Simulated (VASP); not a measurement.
Runs of VASP 6.6.1 on BeZn3Se4. The structure is that of space group Pmm2 (No. 25), or close to it. The cells are those of the table. 

| level | cell | k mesh | smearing | gap on the mesh (eV) | pressure (GPa) | largest force (eV/Å) |
| --- | --- | --- | --- | --- | --- | --- |
| PBE | a = 3.945, b = 7.905, c = 5.609 Å, 8 atoms | 4 × 2 × 4 | gaussian 0.1 eV | 1.65 | 0.3 | 0.04 |
| PBE | a = 3.945, b = 7.906, c = 5.609 Å, 8 atoms | 8 × 4 × 6 | gaussian 0.01 eV | 1.65 | 0.2 | 0.01 |
| PBEsol | a = 3.945, b = 7.905, c = 5.609 Å, 8 atoms | 8 × 4 × 6 | gaussian 0.02 eV | (a) | -2.7 | (b) |
| PBE | a = 3.945, b = 7.905, c = 5.609 Å, 8 atoms | 8 × 4 × 6 | gaussian 0.02 eV | 1.65 | 0.2 | 0.01 |

Alike in all rows: task single point; potentials or basis VASP PAW PBE potentials, release 64 (Be, Zn, Se); no spin polarisation; cutoff (eV) 520.

Q: Fill in the values left out.

A: (a) 1.54; (b) 0.13.

Caveats: the PAW data sets were made with another functional, which shifts forces and pressure a little (some runs).

A k mesh can miss the band edges, and the runs leave out spin-orbit coupling on Se.
